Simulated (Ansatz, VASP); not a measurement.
# One calculation of Zn4S, two programs

```
Zn S
1.0
     5.36559    0.00000    0.00000
     0.00000    5.36559    0.00000
     0.00000    0.00000    3.40550
Zn S
4 1
Direct
  0.73587 0.73587 0.00000
  0.26413 0.26413 0.00000
  0.26413 0.73587 0.00000
  0.73587 0.26413 0.00000
  0.00000 0.00000 0.50000
```

Alike in both runs: functional PBE; k mesh 4 × 4 × 6; occupations gaussian, width 0.1 eV; no spin polarisation.

Ansatz relaxed the structure, and its values are those at the end. VASP's run is a single point on that final structure, the one shown.

|  | VASP | Ansatz |
| --- | --- | --- |
| version | VASP 6.6.1 | Ansatz 0.2.0 |
| potentials or method | VASP PAW PBE potentials, release 64 (Zn, S), cutoff 520 eV | scalar-relativistic, plane waves, PAW |
| valence electrons in the cell | 54 | 54 |

|  | VASP | Ansatz | Ansatz less VASP |
| --- | --- | --- | --- |
| gap on the k mesh at the Fermi level (eV) | none | none | - |
| pressure (GPa) | 0.1 | 0.0 | -0.15 |

A gap of «none» marks a metal or a gap that the smearing closes.
